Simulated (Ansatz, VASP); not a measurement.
CdHg2S3 in VASP and in Ansatz

```
Cd Hg S
1.0
     3.54234    2.04517    3.27059
    -3.54234    2.04517    3.27059
     0.00000   -4.09034    3.27059
Cd Hg S
1 2 3
Direct
  0.00000 0.00000 0.00000
  0.64014 0.64014 0.64014
  0.35986 0.35986 0.35986
  0.00000 0.50000 0.00000
  0.50000 0.00000 0.00000
  0.00000 0.00000 0.50000
```

Change from the starting cell: species swapped into the Zr2VCo3 type (R-3m, No. 166).

Alike in both runs: functional PBE; k mesh 6 × 6 × 6; occupations gaussian, width 0.1 eV; no spin polarisation.

Ansatz relaxed the structure, and its values are those at the end. VASP's run is a single point on that final structure, the one shown.

|  | VASP | Ansatz |
| --- | --- | --- |
| version | VASP 6.6.1 | Ansatz 0.2.0 |
| potentials or method | VASP PAW PBE potentials, release 64 (Cd, Hg, S), cutoff 520 eV | scalar-relativistic, plane waves, PAW |
| valence electrons in the cell | 54 | 78 |

```tsv
	VASP	Ansatz	Ansatz less VASP
gap on the k mesh at the Fermi level (eV)	none	none	-
pressure (GPa)	0.3	0.0	-0.32
rms of the force components (eV/Å)	0.007	0.002	-0.0052
```

A gap of «none» marks a metal or a gap that the smearing closes. With one functional, cell and mesh, what is left measures potentials, basis and numerics. VASP's potentials hold 54 valence electrons a cell and Ansatz's 78, so a difference there can come from the potentials and not from the codes.

Spin-orbit coupling is off throughout.
